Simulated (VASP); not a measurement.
# Pb (P6_3/mmc) in VASP: settings compared

The runs below take Pb through single point, with PBE, PBEsol, LDA.

Program: VASP 6.6.1. These are calculated values, not measurements. Logs are shortened: lines on timing, memory, paths and dates and some standing lists are left out, and cuts for length are marked.

## 1. The cell of the first run

It takes space group P6_3/mmc (No. 194, hexagonal). Conventional cell: a = 3.526 Å, b = 3.526 Å, c = 5.664 Å, α = 90.00°, β = 90.00°, γ = 120.00°. Within 4.6 Å of Pb (site symmetry -6m2) lie 12 Pb at 3.49 to 3.53 Å.

## 2. Single point, PBE

The input, INCAR:

```
SYSTEM = Pb
  ALGO = Normal
  EDIFF = 1E-6
  ENCUT = 520
  GGA = PE
  ISIF = 2
  ISMEAR = -1
  LASPH = .True.
  LCHARG = .False.
  LREAL = .False.
  LWAVE = .False.
  NBANDS = 21
  NELM = 60
  PREC = Accurate
  SIGMA = 0.05
```

The input, KPOINTS:

```
k-points
0
Gamma
  9 9 5
  0 0 0
```

The input, POSCAR:

```
Pb
1.0
    3.5257947253      0.0000000000      0.0000000000
   -1.7628973626      3.0534278007      0.0000000000
    0.0000000000      0.0000000000      5.6635610674
Pb
2
Direct
    0.6666666667      0.3333333333      0.7500000000
    0.3333333333      0.6666666667      0.2500000000
```

Potentials or basis: VASP PAW PBE potentials, release 64 (Pb_d).

Command:

```sh
cat potpaw_PBE.64/Pb_d/POTCAR > POTCAR
mpirun -np 1 vasp_std > vasp.out
```

OUTCAR:

```text
SYSTEM = Pb
   EDIFF = 1E-6
   ENCUT = 520
   GGA = PE
   ISIF = 2
   ISMEAR = -1
   LASPH = .True.
   LREAL = .False.
   NELM = 60
   PREC = Accurate

 ion  position               nearest neighbor table
   1  0.667  0.333  0.750-   2 3.49   2 3.49   2 3.49   2 3.49   2 3.49   2 3.49
   2  0.333  0.667  0.250-   1 3.49   1 3.49   1 3.49   1 3.49   1 3.49   1 3.49

  LATTYP: Found a hexagonal cell.
 ALAT       =     3.5257947253
 C/A-ratio  =     1.6063218391

  Lattice vectors:

 A1 = (   3.5257947253,   0.0000000000,   0.0000000000)
 A2 = (  -1.7628973626,   3.0534278007,   0.0000000000)
 A3 = (   0.0000000000,   0.0000000000,   5.6635610674)

Analysis of symmetry for initial positions (statically):
=====================================================================
 Subroutine PRICEL returns:
 Original cell was already a primitive cell.

 Routine SETGRP: Setting up the symmetry group for a
 hexagonal supercell.

 Subroutine GETGRP returns: Found 24 space group operations
 (whereof 12 operations were pure point group operations)
 out of a pool of 24 trial point group operations.

The static configuration has the point symmetry D_3d.
 The point group associated with its full space group is D_6h.

Analysis of symmetry for dynamics (positions and initial velocities):
=====================================================================
 Subroutine PRICEL returns:
 Original cell was already a primitive cell.

 Routine SETGRP: Setting up the symmetry group for a
 hexagonal supercell.

 Subroutine GETGRP returns: Found 24 space group operations
 (whereof 12 operations were pure point group operations)
 out of a pool of 24 trial point group operations.

The dynamic configuration has the point symmetry D_3d.
 The point group associated with its full space group is D_6h.

 Subroutine INISYM returns: Found 24 space group operations
 (whereof 12 operations are pure point group operations),
 and found     1 'primitive' translations

----------------------------------------------------------------------------------------

                                     Primitive cell

  volume of cell :      60.9725

  direct lattice vectors                    reciprocal lattice vectors
     3.525794725  0.000000000  0.000000000     0.283623999  0.163750392  0.000000000
    -1.762897363  3.053427801  0.000000000     0.000000000  0.327500784  0.000000000
     0.000000000  0.000000000  5.663561067     0.000000000  0.000000000  0.176567355

  length of vectors
     3.525794725  3.525794725  5.663561067     0.327500784  0.327500784  0.176567355

  position of ions in fractional coordinates (direct lattice)
     0.666666667  0.333333333  0.750000000
     0.333333333  0.666666667  0.250000000

  ion indices of the primitive-cell ions
   primitive index   ion index
                 1           1
                 2           2

----------------------------------------------------------------------------------------

 KPOINTS: k-points

Automatic generation of k-mesh.
 Grid dimensions read from file:
 generate k-points for:    9    9    5

 Generating k-lattice:

  Cartesian coordinates                     Fractional coordinates (reciprocal lattice)
     0.031513778  0.018194488  0.000000000     0.111111111 -0.000000000  0.000000000
     0.000000000  0.036388976  0.000000000     0.000000000  0.111111111  0.000000000
     0.000000000  0.000000000  0.035313471     0.000000000  0.000000000  0.200000000

  Length of vectors
     0.036388976  0.036388976  0.035313471

  Shift w.r.t. Gamma in fractional coordinates (k-lattice)
     0.000000000  0.000000000  0.000000000

 Subroutine IBZKPT returns following result:
 ===========================================

 Found     36 irreducible k-points:

 Following reciprocal coordinates:
            Coordinates               Weight
  0.000000  0.000000  0.000000      1.000000
  0.111111  0.000000  0.000000      6.000000
  0.222222 -0.000000  0.000000      6.000000
  0.333333  0.000000  0.000000      6.000000
  0.444444 -0.000000  0.000000      6.000000
  0.111111  0.111111  0.000000      6.000000
[... 16 lines left out ...]
  0.333333  0.222222  0.200000     24.000000
  0.333333  0.333333  0.200000      4.000000
 [... further k-points ...]
   k-points           NKPTS =     36   k-points in BZ     NKDIM =     36   number of bands    NBANDS=     21
   number of dos      NEDOS =    301   number of ions     NIONS =      2
   total plane-waves  NPLWV =  32928
   dimension x,y,z NGX =    28 NGY =   28 NGZ =   42
   dimension x,y,z NGXF=    56 NGYF=   56 NGZF=   84
   ions per type =               2
   NGX,Y,Z   is equivalent  to a cutoff of  13.20, 13.20, 12.33 a.u.
   NGXF,Y,Z  is equivalent  to a cutoff of  26.40, 26.40, 24.66 a.u.
 SYSTEM =  Pb
   PREC   = accura    normal or accurate (medium, high low for compatibility)
   ISTART =      0    job   : 0-new  1-cont  2-samecut
   ICHARG =      2    charge: 1-file 2-atom 10-const
   ISPIN  =      1    spin polarized calculation?
   LNONCOLLINEAR =      F non collinear calculations
   LSORBIT =      F    spin-orbit coupling
   LASPH  =      T    aspherical Exc in radial PAW
   ENCUT  =  520.0 eV  38.22 Ry    6.18 a.u.   6.56  6.56 10.53*2*pi/ulx,y,z
   NELM   =     60;   NELMIN=  2; NELMDL= -5     # of ELM steps
   EDIFF  = 0.1E-05   stopping-criterion for ELM
   LREAL  =      F    real-space projection
   EDIFFG = 0.1E-04   stopping-criterion for IOM
   NSW    =      0    number of steps for IOM
   IBRION =     -1    ionic relax: 0-MD 1-quasi-New 2-CG
   NFREE  =      0    steps in history (QN), initial steepest desc. (CG)
   ISIF   =      2    stress and relaxation
   ISYM   =      2    0-nonsym 1-usesym 2-fastsym
   POTIM  = 0.5000    time-step for ionic-motion
   TEBEG  =    0.0;   TEEND  =   0.0 temperature during run
   PSTRESS=    0.0 pullay stress
   NELECT =      28.0000    total number of electrons
   NUPDOWN=      -1.0000    fix difference up-down
   EMIN   =  10.00;   EMAX   =-10.00  energy-range for DOS
   EFERMI =   0.00;   METHOD = LEGACY
   ISMEAR =    -1;   SIGMA  =   0.05  broadening in eV -4-tet -1-fermi 0-gaus
   EFERMI_NEDOS =   21; number of points for ismear=-14 and -15
   IALGO  =     38    algorithm
   IMIX   =      4    mixing-type and parameters
     AMIX     =   0.40;   BMIX     =  1.00
     AMIX_MAG =   1.60;   BMIX_MAG =  1.00
  volume/ion in A,a.u.               =      30.49       205.73
  Fermi-wavevector in a.u.,A,eV,Ry     =   1.263037  2.386794 21.704865  1.595263
  Thomas-Fermi vector in A             =   2.396414
   LORBIT       =      0    0 simple, 1 ext, 2 COOP (PROOUT), +10 PAW based schemes
   GGA     = PE    functional components
   LHFCALC =     F    Hartree Fock is set to
   AEXX    =    0.0000 exact exchange contribution
   IVDW    =     0    specifies the selected vdW correction
   LEPSILON=     F    determine dielectric tensor
   LRPA    =     F    only Hartree local field effects (RPA)
 non-spin polarized calculation
  energy-cutoff  :      520.00
  volume of cell :       60.97
 maximum number of plane-waves:      1677
 NGX is ok and might be reduce to    28
   NGX = 13   NGY = 13   NGZ = 21

 number of electron      28.0000000 magnetization

 Free energy of the ion-electron system (eV)
  ---------------------------------------------------
  ext. energy  EPLUGINS =         0.00000000
  ---------------------------------------------------
  free energy    TOTEN  =        -7.05983382 eV

  energy without entropy =       -7.04750782  energy(sigma->0) =       -7.05367082

 E-fermi :   7.1761     XC(G=0): -10.1605

 val. band max:        7.0823959372   @ k =   0.3333   0.2222   0.0000
 cond. band min:       7.2024395812   @ k =   0.2222   0.1111   0.4000
 fundamental gap:      0.1200436440
 Fermi energy:         7.1760850548

 k-point     1 :       0.0000    0.0000    0.0000
  band No.  band energies     occupation
      1      -9.8711      2.00000
      2      -9.8344      2.00000
      3      -9.8343      2.00000
      4      -9.8331      2.00000
      5      -9.8127      2.00000
      6      -9.8127      2.00000
[... 13 lines left out ...]
     20      16.1621      0.00000
     21      18.6423      0.00000

 k-point     2 :       0.1111    0.0000    0.0000
  band No.  band energies     occupation
      1      -9.8765      2.00000
      2      -9.8457      2.00000
      3      -9.8100      2.00000
      4      -9.8075      2.00000
      5      -9.7937      2.00000
      6      -9.7866      2.00000
[... 13 lines left out ...]
     20      17.0932      0.00000
     21      17.7838      0.00000

 k-point     3 :       0.2222   -0.0000    0.0000
  band No.  band energies     occupation
      1      -9.9186      2.00000
      2      -9.8339      2.00000
      3      -9.8132      2.00000
      4      -9.8005      2.00000
      5      -9.7871      2.00000
      6      -9.7393      2.00000
[... 13 lines left out ...]
     20      16.7117      0.00000
     21      17.8164      0.00000

 k-point     4 :       0.3333    0.0000    0.0000
  band No.  band energies     occupation
      1      -9.9622      2.00000
      2      -9.8590      2.00000
      3      -9.8460      2.00000
      4      -9.8261      2.00000
      5      -9.7424      2.00000
      6      -9.6916      2.00000
[... 13 lines left out ...]
     20      15.9114      0.00000
     21      17.4668      0.00000

 k-point     5 :       0.4444   -0.0000    0.0000
  band No.  band energies     occupation
      1      -9.9892      2.00000
      2      -9.8915      2.00000
      3      -9.8578      2.00000
      4      -9.8418      2.00000
      5      -9.7145      2.00000
      6      -9.7125      2.00000
[... 13 lines left out ...]
     20      15.4907      0.00000
     21      17.2602      0.00000

 k-point     6 :       0.1111    0.1111    0.0000
  band No.  band energies     occupation
      1      -9.8715      2.00000
      2      -9.8713      2.00000
      3      -9.8014      2.00000
      4      -9.7940      2.00000
      5      -9.7897      2.00000
      6      -9.7743      2.00000
[... 13 lines left out ...]
     20      16.6262      0.00000
     21      16.7906      0.00000

 k-point     7 :       0.2222    0.1111    0.0000
  band No.  band energies     occupation
      1      -9.9141      2.00000
      2      -9.8471      2.00000
      3      -9.8431      2.00000
      4      -9.8133      2.00000
      5      -9.7710      2.00000
      6      -9.7148      2.00000
[... 13 lines left out ...]
     20      15.4202      0.00000
     21      18.3447      0.00000
[... 291 lines left out ...]
      1      -9.9389      2.00000
      2      -9.8922      2.00000
      3      -9.8394      2.00000
      4      -9.8226      2.00000
      5      -9.7629      2.00000
      6      -9.6958      2.00000
[... 13 lines left out ...]
     20      15.1766      0.00000
     21      17.3942      0.00000

 k-point    21 :       0.4444    0.1111    0.2000
  band No.  band energies     occupation
      1      -9.9493      2.00000
      2      -9.9100      2.00000
      3      -9.8379      2.00000
      4      -9.8261      2.00000
      5      -9.7746      2.00000
      6      -9.6723      2.00000
[... 13 lines left out ...]
     20      14.9047      0.00000
     21      18.0230      0.00000

 k-point    22 :       0.2222    0.2222    0.2000
  band No.  band energies     occupation
      1      -9.8913      2.00000
      2      -9.8609      2.00000
      3      -9.8383      2.00000
      4      -9.8371      2.00000
      5      -9.7537      2.00000
      6      -9.7099      2.00000
[... 13 lines left out ...]
     20      17.1605      0.00000
     21      17.8219      0.00000

 k-point    23 :       0.3333    0.2222    0.2000
  band No.  band energies     occupation
      1      -9.9031      2.00000
      2      -9.8743      2.00000
      3      -9.8381      2.00000
      4      -9.7948      2.00000
      5      -9.7648      2.00000
      6      -9.6963      2.00000
[... 13 lines left out ...]
     20      17.7401      0.00000
     21      18.3177      0.00000

 k-point    24 :       0.3333    0.3333    0.2000
  band No.  band energies     occupation
      1      -9.9047      2.00000
      2      -9.8388      2.00000
      3      -9.8388      2.00000
      4      -9.7439      2.00000
      5      -9.7420      2.00000
      6      -9.7420      2.00000
[... 13 lines left out ...]
     20      19.5525      0.00000
     21      19.5526      0.00000

 [... further k-points ...]

------------------------ aborting loop because EDIFF is reached ----------------------------------------

  FORCE on cell =-STRESS in cart. coord.  units (eV):
  Direction    XX          YY          ZZ          XY          YZ          ZX
  --------------------------------------------------------------------------------------
  -------------------------------------------------------------------------------------
  Total        0.4127629      0.4127629      1.5343492      0.0000000      0.0000000     -0.0000000
  in kB       10.8461850     10.8461850     40.3181444      0.0000000      0.0000000     -0.0000000
  external PRESSURE =      20.6701714 kB  Pullay stress =       0.0000000 kB

 VOLUME and BASIS-vectors are now :
 -----------------------------------------------------------------------------
  energy-cutoff  :      520.00
  volume of cell :       60.97
      direct lattice vectors                 reciprocal lattice vectors
     3.525794725  0.000000000  0.000000000     0.283623999  0.163750392  0.000000000
    -1.762897363  3.053427801  0.000000000     0.000000000  0.327500784  0.000000000
     0.000000000  0.000000000  5.663561067     0.000000000  0.000000000  0.176567355

 POSITION                                       TOTAL-FORCE (eV/Angst)
 -----------------------------------------------------------------------------------
      1.76290      1.01781      4.24767         0.000000     -0.000000      0.000000
     -0.00000      2.03562      1.41589        -0.000000      0.000000      0.000000
 -----------------------------------------------------------------------------------
    total drift:                               -0.000000      0.000000      0.000000

  FREE ENERGIE OF THE ION-ELECTRON SYSTEM (eV)
  ---------------------------------------------------
  free  energy   TOTEN  =        -7.0598338182 eV

  energy  without entropy=       -7.0475078239  energy(sigma->0) =       -7.05367082
```

Wall time 14 s (1 thread of Intel Xeon 6975P-C (Granite Rapids), shared host); peak memory 0.19 GiB.

What came out:

```
Free energy            : -7.0598 eV
Pressure               : 2.1 GPa
Band gap on the k mesh : zero (band 14 reaches 12.73 eV, above the bottom of band 15 at 5.29 eV)
```

Caveat: spin-orbit coupling is left out, which moves the levels of the heavy elements.

(Continued in part 2 of 2.)
